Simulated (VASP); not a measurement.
# ReS2 in VASP: single point with LDA

Aim: the single point of ReS2 with LDA.

All numbers are computed with VASP 6.6.1; they aren't measurements. Logs are shortened: lines on timing, memory, paths and dates and some standing lists are left out, and cuts for length are marked.

## 1. The cell of the first run

The cell holds a sheet with vacuum, 24 atoms: a = 6.297 Å, b = 6.398 Å, c = 23.000 Å, α = 90.00°, β = 90.00°, γ = 61.22°.

## 2. Single point, LDA

Input file INCAR:

```
ALGO     = Normal         # electronic algorithm
EDIFF    = 1E-6           # SCF threshold, eV
ENCUT    = 520            # plane-wave cutoff, eV
GGA      = CA             # functional
GGA_COMPAT= F            
ISIF     = 2              # what is computed and relaxed
ISMEAR   = 0              # smearing method
LASPH    = T              # aspherical terms in the spheres
LCHARG   = T              # write CHGCAR
LELF     = T              # ELF
LREAL    = F              # projectors in reciprocal space
LVHAR    = T            
LWAVE    = F              # write WAVECAR
NBANDS   = 94             # bands
NELM     = 120            # most SCF steps
NELMDL   = -8           
PREC     = Accurate       # precision mode
SIGMA    = 0.01           # smearing width, eV
```

Input file KPOINTS:

```
k-points
0
Gamma
  4 4 1
```

Input file POSCAR:

```
ReS2
1.0
    6.2971963801     -0.0070283613      0.0000000000
    3.0861475235      5.6045564958      0.0000000000
    0.0000000000      0.0000000000     23.0000000000
Re S
8 16
Direct
    0.2599904782      0.1783559710      0.3667337334
    0.3826988648      0.5526752851      0.3713786455
    0.8333221830      0.1513039227      0.3684421521
    0.8093674379      0.5800343029      0.3696175270
    0.1507354212      0.9124524917      0.6286213532
    0.2734437856      1.2867717726      0.6332662737
    0.7240668626      0.8850935216      0.6303824717
    0.7001120974      1.3138239118      0.6315578539
    1.0052004520      0.7696332336      0.3180424199
    0.4662931705      0.8010612393      0.3108220727
    0.1762280023      0.9298382093      0.4271518748
    0.1370542918      0.4711060729      0.4368304296
    0.6375698539      0.9617836557      0.4198731829
    0.9661378498      0.3073654618      0.2936716259
    0.6762406681      0.4247612645      0.4445144593
    0.5055827070      0.2601706144      0.3013828182
    0.8958644320      1.5033442110      0.5801268338
    0.3572062609      1.5352896456      0.5728481243
    0.0671411743      1.6640665955      0.6891779128
    0.0278514869      1.2049572591      0.6986171896
    0.5282338402      1.6954946388      0.6819576030
    0.8571936129      1.0403667117      0.5554855204
    0.5672964499      1.1577624330      0.7063283607
    0.3963799992      0.9940218062      0.5631695612
```

Potentials or basis: VASP PAW LDA potentials, release 64 (Re, S).

Started as:

```
$ cat potpaw_LDA.64/Re/POTCAR potpaw_LDA.64/S/POTCAR > POTCAR
$ mpirun -np 1 vasp_std > vasp.out
```

OUTCAR:

```text
EDIFF = 1E-6
   ENCUT = 520
   GGA = CA
   ISIF = 2
   ISMEAR = 0
   LASPH = T
   LREAL = F
   NELM = 120
   NELMDL = -8
   PREC = Accurate

 ion  position               nearest neighbor table
   1  0.260  0.178  0.367-  12 2.30  14 2.34  11 2.35  16 2.39  13 2.43  10 2.48   4 2.76   3 2.77
                             2 2.85
   2  0.383  0.553  0.371-  16 2.30  15 2.34  10 2.36  12 2.39   9 2.43  11 2.48   3 2.76   4 2.78
                             1 2.85
   3  0.833  0.151  0.368-  15 2.33  14 2.34  11 2.36  16 2.40  13 2.41   9 2.44   4 2.67   2 2.76
                             1 2.77
   4  0.809  0.580  0.370-  14 2.33  15 2.34  10 2.36  12 2.40   9 2.42  13 2.43   3 2.67   1 2.76
                             2 2.78
   5  0.151  0.912  0.629-  20 2.30  22 2.34  19 2.36  24 2.39  21 2.43  18 2.48   8 2.76   7 2.78
                             6 2.85
   6  0.273  0.287  0.633-  24 2.30  23 2.34  18 2.35  20 2.39  17 2.43  19 2.48   7 2.76   8 2.77
                             5 2.85
   7  0.724  0.885  0.630-  23 2.33  22 2.34  19 2.36  24 2.40  21 2.42  17 2.43   8 2.67   6 2.76
                             5 2.78
   8  0.700  0.314  0.632-  22 2.33  23 2.34  18 2.36  20 2.40  17 2.41  21 2.44   7 2.67   5 2.76
                             6 2.77
   9  0.005  0.770  0.318-   4 2.42   2 2.43   3 2.44
  10  0.466  0.801  0.311-   2 2.36   4 2.36   1 2.48
  11  0.176  0.930  0.427-   1 2.35   3 2.36   2 2.48
  12  0.137  0.471  0.437-   1 2.30   2 2.39   4 2.40
  13  0.638  0.962  0.420-   3 2.41   1 2.43   4 2.43
  14  0.966  0.307  0.294-   4 2.33   3 2.34   1 2.34
[... 8 lines left out ...]
  23  0.567  0.158  0.706-   7 2.33   8 2.34   6 2.34
  24  0.396  0.994  0.563-   6 2.30   5 2.39   7 2.40

  LATTYP: Found a simple monoclinic cell.
 ALAT       =     6.2972003023
 B/A-ratio  =     3.6524167719
 C/A-ratio  =     1.0160189302
 COS(beta)  =    -0.4813776712

  Lattice vectors:

 A1 = (   6.2971963801,  -0.0070283613,   0.0000000000)
 A2 = (   0.0000000000,   0.0000000000,  23.0000000000)
 A3 = (  -3.0861475235,  -5.6045564958,   0.0000000000)

Analysis of symmetry for initial positions (statically):
=====================================================================
 Subroutine PRICEL returns:
 Original cell was already a primitive cell.

 Routine SETGRP: Setting up the symmetry group for a
 simple monoclinic supercell.

 Subroutine GETGRP returns: Found  2 space group operations
 (whereof  1 operations were pure point group operations)
 out of a pool of  4 trial point group operations.

The static configuration has the point symmetry C_1 .
 The point group associated with its full space group is S_2 .

Analysis of symmetry for dynamics (positions and initial velocities):
=====================================================================
 Subroutine PRICEL returns:
 Original cell was already a primitive cell.

 Routine SETGRP: Setting up the symmetry group for a
 simple monoclinic supercell.

 Subroutine GETGRP returns: Found  2 space group operations
 (whereof  1 operations were pure point group operations)
 out of a pool of  4 trial point group operations.

The dynamic configuration has the point symmetry C_1 .
 The point group associated with its full space group is S_2 .

 Subroutine INISYM returns: Found  2 space group operations
 (whereof  1 operations are pure point group operations),
 and found     1 'primitive' translations

----------------------------------------------------------------------------------------

                                     Primitive cell

  volume of cell :     812.2377

  direct lattice vectors                    reciprocal lattice vectors
     6.297196380 -0.007028361  0.000000000     0.158703291 -0.087389925  0.000000000
     3.086147524  5.604556496  0.000000000     0.000199021  0.178316659  0.000000000
     0.000000000  0.000000000 23.000000000     0.000000000  0.000000000  0.043478261

  length of vectors
     6.297200302  6.398074714 23.000000000     0.181173214  0.178316771  0.043478261

  position of ions in fractional coordinates (direct lattice)
     0.259990478  0.178355971  0.366733733
     0.382698865  0.552675285  0.371378646
     0.833322183  0.151303923  0.368442152
     0.809367438  0.580034303  0.369617527
     0.150735421  0.912452492  0.628621353
     0.273443786  0.286771773  0.633266274
[... 16 lines left out ...]
     0.567296450  0.157762433  0.706328361
     0.396379999  0.994021806  0.563169561

  ion indices of the primitive-cell ions
   primitive index   ion index
                 1           1
                 2           2
                 3           3
                 4           4
                 5           5
                 6           6
[... 16 lines left out ...]
                23          23
                24          24

----------------------------------------------------------------------------------------

 KPOINTS: k-points

Automatic generation of k-mesh.
 Grid dimensions read from file:
 generate k-points for:    4    4    1

 Generating k-lattice:

  Cartesian coordinates                     Fractional coordinates (reciprocal lattice)
     0.039675823 -0.021847481  0.000000000     0.250000000  0.000000000  0.000000000
     0.000049755  0.044579165  0.000000000     0.000000000  0.250000000  0.000000000
     0.000000000  0.000000000  0.043478261     0.000000000  0.000000000  1.000000000

  Length of vectors
     0.045293304  0.044579193  0.043478261

  Shift w.r.t. Gamma in fractional coordinates (k-lattice)
     0.000000000  0.000000000  0.000000000

 Subroutine IBZKPT returns following result:
 ===========================================

 Found     10 irreducible k-points:

 Following reciprocal coordinates:
            Coordinates               Weight
  0.000000  0.000000  0.000000      1.000000
  0.250000  0.000000  0.000000      2.000000
  0.500000  0.000000  0.000000      1.000000
  0.000000  0.250000  0.000000      2.000000
  0.250000  0.250000  0.000000      2.000000
  0.500000  0.250000  0.000000      2.000000
 -0.250000  0.250000  0.000000      2.000000
  0.000000  0.500000  0.000000      1.000000
  0.250000  0.500000  0.000000      2.000000
  0.500000  0.500000  0.000000      1.000000
   k-points           NKPTS =     10   k-points in BZ     NKDIM =     10   number of bands    NBANDS=     94
   number of dos      NEDOS =    301   number of ions     NIONS =     24
   total plane-waves  NPLWV = 414720
   dimension x,y,z NGX =    48 NGY =   48 NGZ =  180
   dimension x,y,z NGXF=    96 NGYF=   96 NGZF=  360
   ions per type =               8  16
   NGX,Y,Z   is equivalent  to a cutoff of  12.67, 12.47, 13.01 a.u.
   NGXF,Y,Z  is equivalent  to a cutoff of  25.34, 24.94, 26.02 a.u.
 SYSTEM =  unknown system
   PREC   = accura    normal or accurate (medium, high low for compatibility)
   ISTART =      0    job   : 0-new  1-cont  2-samecut
   ICHARG =      2    charge: 1-file 2-atom 10-const
   ISPIN  =      1    spin polarized calculation?
   LNONCOLLINEAR =      F non collinear calculations
   LSORBIT =      F    spin-orbit coupling
   LASPH  =      T    aspherical Exc in radial PAW
   ENCUT  =  520.0 eV  38.22 Ry    6.18 a.u.  11.71 11.90 42.76*2*pi/ulx,y,z
   NELM   =    120;   NELMIN=  2; NELMDL= -8     # of ELM steps
   EDIFF  = 0.1E-05   stopping-criterion for ELM
   LREAL  =      F    real-space projection
   EDIFFG = 0.1E-04   stopping-criterion for IOM
   NSW    =      0    number of steps for IOM
   IBRION =     -1    ionic relax: 0-MD 1-quasi-New 2-CG
   NFREE  =      0    steps in history (QN), initial steepest desc. (CG)
   ISIF   =      2    stress and relaxation
   ISYM   =      2    0-nonsym 1-usesym 2-fastsym
   POTIM  = 0.5000    time-step for ionic-motion
   TEBEG  =    0.0;   TEEND  =   0.0 temperature during run
   PSTRESS=    0.0 pullay stress
   NELECT =     152.0000    total number of electrons
   NUPDOWN=      -1.0000    fix difference up-down
   EMIN   =  10.00;   EMAX   =-10.00  energy-range for DOS
   EFERMI =   0.00;   METHOD = LEGACY
   ISMEAR =     0;   SIGMA  =   0.01  broadening in eV -4-tet -1-fermi 0-gaus
   EFERMI_NEDOS =   21; number of points for ismear=-14 and -15
   IALGO  =     38    algorithm
   IMIX   =      4    mixing-type and parameters
     AMIX     =   0.40;   BMIX     =  1.00
     AMIX_MAG =   1.60;   BMIX_MAG =  1.00
  volume/ion in A,a.u.               =      33.84       228.39
  Fermi-wavevector in a.u.,A,eV,Ry     =   0.936401  1.769540 11.930213  0.876846
  Thomas-Fermi vector in A             =   2.063406
   LORBIT       =      0    0 simple, 1 ext, 2 COOP (PROOUT), +10 PAW based schemes
   GGA     = CA    functional components
   LHFCALC =     F    Hartree Fock is set to
   AEXX    =    0.0000 exact exchange contribution
   IVDW    =     0    specifies the selected vdW correction
   LEPSILON=     F    determine dielectric tensor
   LRPA    =     F    only Hartree local field effects (RPA)
 non-spin polarized calculation
 Gauss-broadening in eV      SIGMA  =   0.01
  energy-cutoff  :      520.00
  volume of cell :      812.24
 maximum number of plane-waves:     21894
 NGX is ok and might be reduce to    48
   NGX = 23   NGY = 23   NGZ = 85

 number of electron     152.0000001 magnetization

 Free energy of the ion-electron system (eV)
  ---------------------------------------------------
  ext. energy  EPLUGINS =         0.00000000
  ---------------------------------------------------
  free energy    TOTEN  =      -200.05492010 eV

  energy without entropy =     -200.05492010  energy(sigma->0) =     -200.05492010

 E-fermi :   0.1952     XC(G=0):  -6.2149

 val. band max:        0.1159375193   @ k =   0.0000   0.0000   0.0000
 cond. band min:       1.4794709966   @ k =   0.0000   0.0000   0.0000
 fundamental gap:      1.3635334773
 Fermi energy:         0.1952330356

 k-point     1 :       0.0000    0.0000    0.0000
  band No.  band energies     occupation
      1     -14.9700      2.00000
      2     -14.8674      2.00000
      3     -13.4700      2.00000
      4     -13.3566      2.00000
      5     -13.0313      2.00000
      6     -13.0038      2.00000
[... 899 lines left out ...]
     87       2.5844      0.00000
     88       2.6254      0.00000
 [bands above 88 left out]

------------------------ aborting loop because EDIFF is reached ----------------------------------------

  FORCE on cell =-STRESS in cart. coord.  units (eV):
  Direction    XX          YY          ZZ          XY          YZ          ZX
  --------------------------------------------------------------------------------------
  -------------------------------------------------------------------------------------
  Total        2.6829611      2.7385704      2.5267488     -0.0459250     -0.0808827      0.0018209
  in kB        5.2922677      5.4019597      4.9841315     -0.0905893     -0.1595450      0.0035917
  external PRESSURE =       5.2261196 kB  Pullay stress =       0.0000000 kB

 VOLUME and BASIS-vectors are now :
 -----------------------------------------------------------------------------
  energy-cutoff  :      520.00
  volume of cell :      812.24
      direct lattice vectors                 reciprocal lattice vectors
     6.297196380 -0.007028361  0.000000000     0.158703291 -0.087389925  0.000000000
     3.086147524  5.604556496  0.000000000     0.000199021  0.178316659  0.000000000
     0.000000000  0.000000000 23.000000000     0.000000000  0.000000000  0.043478261

 POSITION                                       TOTAL-FORCE (eV/Angst)
 -----------------------------------------------------------------------------------
      2.18764      0.99778      8.43488         0.021569     -0.020956     -0.016081
      4.11557      3.09481      8.54171        -0.021215      0.021037      0.015642
      5.71454      0.84213      8.47417        -0.013055     -0.041838     -0.008978
      6.88682      3.24515      8.50120         0.013463      0.043267      0.009320
      3.76517      5.11283     14.45829         0.021215     -0.021037     -0.015642
      2.60695      1.60531     14.56512        -0.021569      0.020956      0.016081
[... 16 lines left out ...]
      4.05926      0.88020     16.24555        -0.001062     -0.000415      0.165917
      5.56378      5.56827     12.95290        -0.002016     -0.033566     -0.128822
 -----------------------------------------------------------------------------------
    total drift:                               -0.001252     -0.002507     -0.000030

  FREE ENERGIE OF THE ION-ELECTRON SYSTEM (eV)
  ---------------------------------------------------
  free  energy   TOTEN  =      -200.0549200976 eV

  energy  without entropy=     -200.0549200976  energy(sigma->0) =     -200.05492010
```

Wall time 38 min (1 thread of Intel Xeon 6975P-C (Granite Rapids), shared host); peak memory 0.87 GiB.

Results:

```yaml
Free_energy: -200.0549 eV
Largest_force: 0.166 eV/Å
Band_gap_on_the_k_mesh: 1.36 eV
```

Forces in eV/Å, atoms in the order of the input:
```
Re   0.022 -0.021 -0.016
Re  -0.021  0.021  0.016
Re  -0.013 -0.042 -0.009
Re   0.013  0.043  0.009
Re   0.021 -0.021 -0.016
Re  -0.022  0.021  0.016
Re  -0.013 -0.043 -0.009
Re   0.013  0.042  0.009
S    0.006  0.010 -0.069
S   -0.005  0.046 -0.090
S    0.005 -0.046  0.091
S    0.002  0.034  0.129
S   -0.006 -0.010  0.070
S    0.001  0.000 -0.166
S   -0.001  0.000  0.164
S   -0.002 -0.034 -0.130
S    0.006  0.010 -0.070
S   -0.005  0.046 -0.091
S    0.005 -0.046  0.090
S    0.002  0.034  0.130
S   -0.006 -0.010  0.069
S    0.001  0.000 -0.164
S   -0.001  0.000  0.166
S   -0.002 -0.034 -0.129
```

Levels at points of the mesh, in eV from the valence-band top:
```
           k point  band 72  band 73  band 74  band 75  band 76  band 77  band 78  band 79  band 80  band 81
(0.00, 0.00, 0.00)    -0.39    -0.38    -0.25    -0.16     0.00     1.36     1.45     1.96     2.04     2.11
(0.50, 0.00, 0.00)    -0.70    -0.51    -0.48    -0.41    -0.39     1.63     1.66     1.94     1.96     2.01
(0.00, 0.50, 0.00)    -0.55    -0.42    -0.35    -0.19    -0.19     1.60     1.67     1.83     1.95     2.02
(0.50, 0.50, 0.00)    -0.59    -0.51    -0.51    -0.47    -0.39     1.61     1.71     1.77     1.84     1.91
```

Caveat: spin-orbit coupling is left out, which moves the levels of the heavy elements.
